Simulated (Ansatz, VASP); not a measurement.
**BaF2 in VASP and in Ansatz**

```xyz
3
Lattice="0.0000 3.0897 3.0897 3.0897 0.0000 3.0897 3.0897 3.0897 0.0000" Properties=species:S:1:pos:R:3 pbc="T T T"
Ba    0.0000    0.0000    0.0000
F     1.5448    1.5448    1.5448
F     4.6345    4.6345    4.6345
```

Change from the starting cell: volume scaled by 0.99, PAW files.

Alike in both runs: task electric field gradients; functional LDA; k mesh 8 × 8 × 8; occupations fermi-dirac, width 0.01 eV; no spin polarisation.

|  | VASP | Ansatz |
| --- | --- | --- |
| version | VASP 6.6.1 | Ansatz 0.2.0 |
| potentials or method | VASP PAW LDA potentials, release 64 (Ba_sv, F) | PAW with Ansatz's default frozen-core files, scalar-relativistic |
| plane-wave cutoff (eV) | 520 | 420 |
| valence electrons in the cell | 24 | 24 |

Ansatz gave:

| Quantity | Value |
| --- | --- |
| gap on the k mesh at the Fermi level (eV) | 6.49 |
| pressure (GPa) | -4.1 |

Task: Which values does VASP return?

Result: gap on the k mesh at the Fermi level (eV): 6.43; pressure (GPa): -2.8.

LDA's correlation is that of Perdew and Zunger in VASP and of Perdew and Wang (1992) in Ansatz.

Neither program's run includes spin-orbit coupling.
